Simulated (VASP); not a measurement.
# MgSe (Fm-3m) in VASP: single point with PBEsol

Aim: the single point of MgSe with PBEsol.

Everything below comes from runs of VASP 6.6.1. Logs are shortened: lines on timing, memory, paths and dates and some standing lists are left out, and cuts for length are marked.

### Step 1. The cell of the first run

The structure is cubic, space group Fm-3m (No. 225). Conventional cell: a = 5.473 Å, b = 5.473 Å, c = 5.473 Å, α = 90.00°, β = 90.00°, γ = 90.00°. Within 3.6 Å of Mg (site symmetry m-3m) lie 6 Se at 2.74 Å. Se (site symmetry m-3m) has 6 Mg at 2.74 Å within 3.6 Å.

### Step 2. Single point, PBEsol

File INCAR:

```
SYSTEM = MgSe
ALGO     = Normal         ! electronic algorithm
EDIFF    = 1E-6           ! SCF threshold, eV
ENCUT    = 600            ! plane-wave cutoff, eV
GGA      = PS             ! functional
GGA_COMPAT= .False.      
ISIF     = 2              ! what is computed and relaxed
ISMEAR   = 0              ! smearing method
LASPH    = .True.         ! aspherical terms in the spheres
LCHARG   = .False.        ! write CHGCAR
LREAL    = .False.        ! projectors in reciprocal space
LWAVE    = .False.        ! write WAVECAR
NBANDS   = 11             ! bands
NELM     = 120            ! most SCF steps
PREC     = Accurate       ! precision mode
SIGMA    = 0.01           ! smearing width, eV
```

File KPOINTS:

```
k-points
0
Gamma
  6 6 6
  0 0 0
```

File POSCAR:

```
MgSe
1.0
    0.0000000000      2.7362693762      2.7362693762
    2.7362693762      0.0000000000      2.7362693762
    2.7362693762      2.7362693762      0.0000000000
Mg Se
1 1
Direct
    0.0000000000      0.0000000000      0.0000000000
    0.5000000000      0.5000000000      0.5000000000
```

Potentials or basis: VASP PAW PBE potentials, release 64 (Mg, Se).

Command:

```
$ cat potpaw_PBE.64/Mg/POTCAR potpaw_PBE.64/Se/POTCAR > POTCAR
$ mpirun -np 1 vasp_std > vasp.out
```

OUTCAR:

```text
SYSTEM = MgSe
   EDIFF = 1E-6
   ENCUT = 600
   GGA = PS
   ISIF = 2
   ISMEAR = 0
   LASPH = .True.
   LREAL = .False.
   NELM = 120
   PREC = Accurate

 ion  position               nearest neighbor table
   1  0.000  0.000  0.000-   2 2.74   2 2.74   2 2.74   2 2.74   2 2.74   2 2.74
   2  0.500  0.500  0.500-   1 2.74   1 2.74   1 2.74   1 2.74   1 2.74   1 2.74

  LATTYP: Found a face centered cubic cell.
 ALAT       =     5.4725387524

  Lattice vectors:

 A1 = (   0.0000000000,   2.7362693762,   2.7362693762)
 A2 = (   2.7362693762,   0.0000000000,   2.7362693762)
 A3 = (   2.7362693762,   2.7362693762,   0.0000000000)

Analysis of symmetry for initial positions (statically):
=====================================================================
 Subroutine PRICEL returns:
 Original cell was already a primitive cell.

 Routine SETGRP: Setting up the symmetry group for a
 face centered cubic supercell.

 Subroutine GETGRP returns: Found 48 space group operations
 (whereof 48 operations were pure point group operations)
 out of a pool of 48 trial point group operations.

The static configuration has the point symmetry O_h .

Analysis of symmetry for dynamics (positions and initial velocities):
=====================================================================
 Subroutine PRICEL returns:
 Original cell was already a primitive cell.

 Routine SETGRP: Setting up the symmetry group for a
 face centered cubic supercell.

 Subroutine GETGRP returns: Found 48 space group operations
 (whereof 48 operations were pure point group operations)
 out of a pool of 48 trial point group operations.

The dynamic configuration has the point symmetry O_h .

 Subroutine INISYM returns: Found 48 space group operations
 (whereof 48 operations are pure point group operations),
 and found     1 'primitive' translations

----------------------------------------------------------------------------------------

                                     Primitive cell

  volume of cell :      40.9738

  direct lattice vectors                    reciprocal lattice vectors
     0.000000000  2.736269376  2.736269376    -0.182730547  0.182730547  0.182730547
     2.736269376  0.000000000  2.736269376     0.182730547 -0.182730547  0.182730547
     2.736269376  2.736269376  0.000000000     0.182730547  0.182730547 -0.182730547

  length of vectors
     3.869669262  3.869669262  3.869669262     0.316498592  0.316498592  0.316498592

  position of ions in fractional coordinates (direct lattice)
     0.000000000  0.000000000  0.000000000
     0.500000000  0.500000000  0.500000000

  ion indices of the primitive-cell ions
   primitive index   ion index
                 1           1
                 2           2

----------------------------------------------------------------------------------------

 KPOINTS: k-points

Automatic generation of k-mesh.
 Grid dimensions read from file:
 generate k-points for:    6    6    6

 Generating k-lattice:

  Cartesian coordinates                     Fractional coordinates (reciprocal lattice)
    -0.030455091  0.030455091  0.030455091     0.166666667  0.000000000  0.000000000
     0.030455091 -0.030455091  0.030455091     0.000000000  0.166666667  0.000000000
     0.030455091  0.030455091 -0.030455091     0.000000000  0.000000000  0.166666667

  Length of vectors
     0.052749765  0.052749765  0.052749765

  Shift w.r.t. Gamma in fractional coordinates (k-lattice)
     0.000000000  0.000000000  0.000000000

 Subroutine IBZKPT returns following result:
 ===========================================

 Found     16 irreducible k-points:

 Following reciprocal coordinates:
            Coordinates               Weight
  0.000000  0.000000  0.000000      1.000000
  0.166667  0.000000  0.000000      8.000000
  0.333333  0.000000  0.000000      8.000000
  0.500000  0.000000  0.000000      4.000000
  0.166667  0.166667  0.000000      6.000000
  0.333333  0.166667  0.000000     24.000000
[... 8 lines left out ...]
 -0.333333  0.333333  0.166667     24.000000
 -0.333333  0.500000  0.166667     12.000000
   k-points           NKPTS =     16   k-points in BZ     NKDIM =     16   number of bands    NBANDS=     11
   number of dos      NEDOS =    301   number of ions     NIONS =      2
   total plane-waves  NPLWV =  32768
   dimension x,y,z NGX =    32 NGY =   32 NGZ =   32
   dimension x,y,z NGXF=    64 NGYF=   64 NGZF=   64
   ions per type =               1   1
   NGX,Y,Z   is equivalent  to a cutoff of  13.75, 13.75, 13.75 a.u.
   NGXF,Y,Z  is equivalent  to a cutoff of  27.50, 27.50, 27.50 a.u.
 SYSTEM =  MgSe
   PREC   = accura    normal or accurate (medium, high low for compatibility)
   ISTART =      0    job   : 0-new  1-cont  2-samecut
   ICHARG =      2    charge: 1-file 2-atom 10-const
   ISPIN  =      1    spin polarized calculation?
   LNONCOLLINEAR =      F non collinear calculations
   LSORBIT =      F    spin-orbit coupling
   LASPH  =      T    aspherical Exc in radial PAW
   ENCUT  =  600.0 eV  44.10 Ry    6.64 a.u.   7.73  7.73  7.73*2*pi/ulx,y,z
   NELM   =    120;   NELMIN=  2; NELMDL= -5     # of ELM steps
   EDIFF  = 0.1E-05   stopping-criterion for ELM
   LREAL  =      F    real-space projection
[... 7 lines left out ...]
   TEBEG  =    0.0;   TEEND  =   0.0 temperature during run
   PSTRESS=    0.0 pullay stress
   NELECT =       8.0000    total number of electrons
   NUPDOWN=      -1.0000    fix difference up-down
   EMIN   =  10.00;   EMAX   =-10.00  energy-range for DOS
   EFERMI =   0.00;   METHOD = LEGACY
   ISMEAR =     0;   SIGMA  =   0.01  broadening in eV -4-tet -1-fermi 0-gaus
   EFERMI_NEDOS =   21; number of points for ismear=-14 and -15
   IALGO  =     38    algorithm
   IMIX   =      4    mixing-type and parameters
     AMIX     =   0.40;   BMIX     =  1.00
     AMIX_MAG =   1.60;   BMIX_MAG =  1.00
  volume/ion in A,a.u.               =      20.49       138.25
  Fermi-wavevector in a.u.,A,eV,Ry     =   0.949735  1.794740 12.272420  0.901997
  Thomas-Fermi vector in A             =   2.078046
   LORBIT       =      0    0 simple, 1 ext, 2 COOP (PROOUT), +10 PAW based schemes
   GGA     = PS    functional components
   LHFCALC =     F    Hartree Fock is set to
   AEXX    =    0.0000 exact exchange contribution
   IVDW    =     0    specifies the selected vdW correction
   LEPSILON=     F    determine dielectric tensor
   LRPA    =     F    only Hartree local field effects (RPA)
 non-spin polarized calculation
 Gauss-broadening in eV      SIGMA  =   0.01
  energy-cutoff  :      600.00
  volume of cell :       40.97
 maximum number of plane-waves:      1381
   NGX = 15   NGY = 15   NGZ = 15

 number of electron       8.0000000 magnetization

 Free energy of the ion-electron system (eV)
  ---------------------------------------------------
  ext. energy  EPLUGINS =         0.00000000
  ---------------------------------------------------
  free energy    TOTEN  =        -8.09954553 eV

  energy without entropy =       -8.09954553  energy(sigma->0) =       -8.09954553

 E-fermi :   3.1557     XC(G=0):  -9.5712

 val. band max:        3.0481688471   @ k =   0.0000   0.0000   0.0000
 cond. band min:       4.7875051246   @ k =   0.5000   0.5000   0.0000
 fundamental gap:      1.7393362775
 Fermi energy:         3.1557307290

 k-point     1 :       0.0000    0.0000    0.0000
  band No.  band energies     occupation
      1      -9.8575      2.00000
      2       3.0482      2.00000
      3       3.0482      2.00000
      4       3.0482      2.00000
      5       5.4684      0.00000
      6      10.3817      0.00000
      7      10.3817      0.00000
      8      10.3817      0.00000
      9      12.9649      0.00000
     10      12.9649      0.00000
     11      13.8231      0.00000

 k-point     2 :       0.1667    0.0000    0.0000
  band No.  band energies     occupation
      1      -9.6295      2.00000
      2       1.2061      2.00000
      3       2.8814      2.00000
      4       2.8814      2.00000
      5       6.7877      0.00000
      6      10.0744      0.00000
      7      10.5574      0.00000
      8      10.5574      0.00000
      9      11.8635      0.00000
     10      11.8635      0.00000
     11      13.4085      0.00000

 k-point     3 :       0.3333    0.0000    0.0000
  band No.  band energies     occupation
      1      -9.0897      2.00000
      2      -0.9634      2.00000
      3       2.5959      2.00000
      4       2.5959      2.00000
      5       6.9217      0.00000
      6       9.5201      0.00000
      7       9.5201      0.00000
      8      11.5004      0.00000
      9      12.8219      0.00000
     10      13.7379      0.00000
     11      13.7379      0.00000

 k-point     4 :       0.5000    0.0000    0.0000
  band No.  band energies     occupation
      1      -8.7560      2.00000
      2      -1.8836      2.00000
      3       2.4714      2.00000
      4       2.4714      2.00000
      5       6.7372      0.00000
      6       9.0721      0.00000
      7       9.0721      0.00000
      8      11.5502      0.00000
      9      14.2807      0.00000
     10      16.7714      0.00000
     11      16.7714      0.00000
[... 127 lines left out ...]
 k-point    14 :       0.5000    0.3333    0.1667
  band No.  band energies     occupation
      1      -8.7249      2.00000
      2      -0.7893      2.00000
      3       0.7653      2.00000
      4       1.7409      2.00000
      5       7.3794      0.00000
      6       9.1441      0.00000
      7       9.4449      0.00000
      8      12.1265      0.00000
      9      13.7781      0.00000
     10      16.2463      0.00000
     11      17.1996      0.00000

 k-point    15 :      -0.3333    0.3333    0.1667
  band No.  band energies     occupation
      1      -8.4998      2.00000
      2      -0.9896      2.00000
      3       0.2450      2.00000
      4       1.3564      2.00000
      5       7.5343      0.00000
      6       8.9192      0.00000
      7      11.2434      0.00000
      8      11.2599      0.00000
      9      13.9334      0.00000
     10      15.4460      0.00000
     11      18.0919      0.00000

 k-point    16 :      -0.3333    0.5000    0.1667
  band No.  band energies     occupation
      1      -8.4138      2.00000
      2      -0.7733      2.00000
      3       0.3757      2.00000
      4       0.6598      2.00000
      5       6.5670      0.00000
      6       8.7515      0.00000
      7      11.1325      0.00000
      8      12.3904      0.00000
      9      15.4595      0.00000
     10      16.7497      0.00000
     11      17.5222      0.00000

------------------------ aborting loop because EDIFF is reached ----------------------------------------

  FORCE on cell =-STRESS in cart. coord.  units (eV):
  Direction    XX          YY          ZZ          XY          YZ          ZX
  --------------------------------------------------------------------------------------
  -------------------------------------------------------------------------------------
  Total       -0.2093323     -0.2093323     -0.2093323      0.0000000      0.0000000     -0.0000000
  in kB       -8.1854089     -8.1854089     -8.1854089      0.0000000      0.0000000     -0.0000000
  external PRESSURE =      -8.1854089 kB  Pullay stress =       0.0000000 kB

 VOLUME and BASIS-vectors are now :
 -----------------------------------------------------------------------------
  energy-cutoff  :      600.00
  volume of cell :       40.97
      direct lattice vectors                 reciprocal lattice vectors
     0.000000000  2.736269376  2.736269376    -0.182730547  0.182730547  0.182730547
     2.736269376  0.000000000  2.736269376     0.182730547 -0.182730547  0.182730547
     2.736269376  2.736269376  0.000000000     0.182730547  0.182730547 -0.182730547

 POSITION                                       TOTAL-FORCE (eV/Angst)
 -----------------------------------------------------------------------------------
      0.00000      0.00000      0.00000        -0.000000     -0.000000     -0.000000
      2.73627      2.73627      2.73627         0.000000      0.000000      0.000000
 -----------------------------------------------------------------------------------
    total drift:                               -0.000000     -0.000000      0.000000

  FREE ENERGIE OF THE ION-ELECTRON SYSTEM (eV)
  ---------------------------------------------------
  free  energy   TOTEN  =        -8.0995455275 eV

  energy  without entropy=       -8.0995455275  energy(sigma->0) =       -8.09954553
```

Wall time 7.9 s (1 thread of Intel Xeon Platinum 8559C (Emerald Rapids), shared host); peak memory 0.17 GiB.

What came out:

```
Free energy            : -8.0995 eV
Pressure               : -0.8 GPa
Band gap on the k mesh : 1.74 eV (least direct gap 2.42 eV)
```

Levels at points of the mesh, in eV from the valence-band top:
```csv
k point,band 2,band 3,band 4,band 5,band 6,band 7
"(0.00, 0.00, 0.00)",0.00,0.00,0.00,2.42,7.33,7.33
"(0.50, 0.00, 0.00)",-4.93,-0.58,-0.58,3.69,6.02,6.02
"(0.50, 0.50, 0.00)",-4.25,-1.78,-1.78,1.74,3.87,11.52
```

Caveat: the PAW data sets were made with another functional, which shifts forces and pressure a little. A k mesh can miss the band edges.
